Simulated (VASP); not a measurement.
Write the native input for VASP 6.6.1 that does the following.

* Task: single point
* Functional: PBEsol
* Potentials or basis: VASP PAW PBE potentials, release 64 (Sn_d, Co)
* Cutoff: 520 eV
* k mesh: 5 × 5 × 6
* Occupations: fermi-dirac, width 0.05 eV
* Spin: collinear spin, ferromagnetic start
* Starting moments: [0.0, 0.0, 0.0, 3.0, 3.0, 3.0] μB
* Fixed moment: 9 μB
* Dipole correction: no
* Further INCAR settings: ALGO = Normal; EDIFF = 1e-06; NBANDS = 48

The structure of CoSn lies in POSCAR:

```
CoSn
1.0
    5.2460399276      0.0000000000      0.0000000000
   -2.6230199638      4.5432038466      0.0000000000
    0.0000000000      0.0000000000      4.1875903000
Sn Co
3 3
Direct
    0.0000000000      0.0000000000      0.0000000000
    0.3333333333      0.6666666667      0.5000000000
    0.6666666667      0.3333333333      0.5000000000
    0.5000000000      0.0000000000      0.0000000000
    0.5000000000      0.5000000000      0.0000000000
    0.0000000000      0.5000000000      0.0000000000
```

One way to write it, as run:

INCAR

```
  ALGO = Normal
  EDIFF = 1E-6
  ENCUT = 520
  GGA = PS
  ISIF = 2
  ISMEAR = -1
  ISPIN = 2
  LASPH = True
  LCHARG = False
  LMAXMIX = 4
  LORBIT = 11
  LREAL = False
  LWAVE = False
  MAGMOM = 0 0 0 3 3 3
  NBANDS = 48
  NELM = 150
  NUPDOWN = 9.0
  PREC = Accurate
  SIGMA = 0.05
```

KPOINTS

```
k-points
0
Gamma
  5 5 6
```

Potentials or basis: VASP PAW PBE potentials, release 64 (Sn_d, Co).

Launch:

```sh
$ cat potpaw_PBE.64/Sn_d/POTCAR potpaw_PBE.64/Co/POTCAR > POTCAR
$ mpirun -np 1 vasp_std > vasp.out
```

Results of the run:

The pressure is 18.3 GPa and the net moment is 9.00 μB per cell. The site moments are Sn +0.48, +0.39 (each value once); Co +2.26 μB and the valence electrons inside the program's atomic spheres are Sn 12.48, 12.57 (each value once); Co 8.20.

Caveat: the stress differs along the axes, from 15 to 26 GPa; the PAW data sets were made with another functional, which shifts forces and pressure a little; the total moment is fixed, so each spin has its own Fermi level and the state may be an excited one.

Wall time 5.4 min on 1 thread of Oxide Virtual Turin-like Processor, on a shared host, peak memory 0.3 GiB.
